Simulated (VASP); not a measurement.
A run of VASP 6.6.1:

File INCAR:

```
SYSTEM = GePt
ALGO = Normal
EDIFF = 1E-6
ENCUT = 520
GGA = PE
ISIF = 2
ISMEAR = 0
LASPH = .TRUE.
LCHARG = .FALSE.
LREAL = .FALSE.
LWAVE = .FALSE.
NBANDS = 58
NELM = 80
PREC = Accurate
SIGMA = 0.2
```

File KPOINTS:

```
k-points
0
G
  6 4 4
  0 0 0
```

Contents of POSCAR:

```
GePt
1.0
    0.0000810246     -3.7451318140      0.0000215642
   -5.8280946957     -0.0001786642      0.0001940594
   -0.0000222394      0.0000391928     -6.1810837383
Ge Pt
4 4
Direct
    0.7500604468      0.8142603491      0.4126597409
    0.2499819111      0.6857348078      0.9126624695
    0.2500325409      0.1857332646      0.5873402476
    0.7499306631      0.3142628226      0.0873383412
    0.7499414458      0.5017890654      0.6924458828
    0.2501020182      0.9982140796      0.1924456127
    0.2498784841      0.4982160152      0.3075490072
    0.7500724902      0.0017895955      0.8075586982
```

Potentials or basis: VASP PAW PBE potentials, release 64 (Ge_d, Pt).

The run is started by

```bash
$ cat potpaw_PBE.64/Ge_d/POTCAR potpaw_PBE.64/Pt/POTCAR > POTCAR
$ mpirun -np 1 vasp_std > vasp.out
```

Hardware: 1 thread of Intel(R) Xeon(R) Platinum 8259CL CPU @ 2.50GHz (Skylake/Cascade Lake) (shared host).

How long does it take, and how much memory?

Wall time 6.8 min on 1 thread of Intel(R) Xeon(R) Platinum 8259CL CPU @ 2.50GHz (Skylake/Cascade Lake) (shared host), peak memory 0.45 GiB. Counts: scf iterations 14, k points 52.
